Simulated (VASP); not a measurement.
Wanted: the native input for a VASP 6.6.1 run.

```yaml
Task: relaxation of cell and atoms
Functional: PBEsol
Potentials_or_basis: VASP PAW PBE potentials, release 64 (Cd)
Cutoff: 600 eV
k_mesh: 19 × 19 × 19
Occupations: fermi-dirac, width 0.1 eV
Spin: no spin polarisation
Target_pressure: 310 GPa
Dipole_correction: no
Further_INCAR_settings: ALGO = Normal; EDIFF = 1e-06; IBRION = 2; EDIFFG = -0.005; NSW = 60; ISIF = 3
```

The structure of Cd lies in POSCAR:

```
Cd
1.0
    0.0000000000      1.7221350817      1.7221350817
    1.7221350817      0.0000000000      1.7221350817
    1.7221350817      1.7221350817      0.0000000000
Cd
1
Direct
    0.0000000000      0.0000000000      0.0000000000
```

The input as run:

INCAR

```
  ALGO = Normal
  EDIFF = 1E-6
  EDIFFG = -0.005
  ENCUT = 600
  GGA = PS
  IBRION = 2
  ISIF = 3
  ISMEAR = -1
  LASPH = True
  LCHARG = False
  LREAL = False
  LWAVE = False
  NELM = 60
  NSW = 60
  PREC = Accurate
  PSTRESS = 3100.0
  SIGMA = 0.1
```

KPOINTS

```
k-points
0
Gamma
  19 19 19
```

Potentials or basis: VASP PAW PBE potentials, release 64 (Cd).

Launch:

```bash
$ cat potpaw_PBE.64/Cd/POTCAR > POTCAR
$ mpirun -np 1 vasp_std > vasp.out
```

It gave:

```yaml
Relaxed_volume: 10.31 Å³/atom
Relaxed_cell: a = 2.443 Å, b = 2.443 Å, c = 2.443 Å, α = 60.00°, β = 60.00°, γ = 60.00°
Space_group_after_relaxing_to_0.05_Å: Fm-3m (No. 225)
Energy_change_on_relaxing_the_enthalpy_is_what_falls: -187.4 meV/atom
Ionic_steps: 4
Pressure_after_relaxing: 310.0 GPa
Band_gap_on_the_k_mesh: zero (band 6 reaches 14.27 eV, above the bottom of band 7 at 12.71 eV)
```

Caveat: the cell is relaxed towards a set pressure, so the enthalpy falls and the energy may rise; the PAW data sets were made with another functional, which shifts forces and pressure a little.

Run time: 34 s on 1 thread of Intel(R) Xeon(R) Platinum 8488C (Sapphire Rapids), on a shared host, peak memory 0.15 GiB.
